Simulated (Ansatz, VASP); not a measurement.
# KF in VASP and in Ansatz

```
CELL_PARAMETERS angstrom
0.00000 2.67350 2.80717
2.67350 0.00000 2.80717
2.67350 2.67350 0.00000
ATOMIC_POSITIONS crystal
K 0.00000 0.00000 0.00000
F 0.50000 0.50000 0.50000
```

Change from the starting cell: strain +0.000 along x and y, +0.050 along z, atoms carried along.

Alike in both runs: task single point; functional PBE; k mesh 8 × 8 × 8; occupations gaussian, width 0.05 eV; no spin polarisation.

|  | VASP | Ansatz |
| --- | --- | --- |
| version | VASP 6.6.1 | Ansatz 0.2.0 |
| potentials or method | VASP PAW PBE potentials, release 64 (K_sv, F), cutoff 520 eV | scalar-relativistic, plane waves, PAW |
| valence electrons in the cell | 16 | 16 |

|  | VASP | Ansatz | Ansatz less VASP |
| --- | --- | --- | --- |
| gap on the k mesh at the Fermi level (eV) | 5.88 | 5.90 | +0.015 |
| least direct gap on the mesh (eV) | 5.88 | 5.90 | +0.015 |
| pressure (GPa) | 0.0 | 0.0 | -0.01 |
| traceless stress, the component that is largest in VASP (GPa) | -1.33 | -1.27 | +0.056 |

The functional is the same, so the differences come from potentials, cutoffs and numerics.
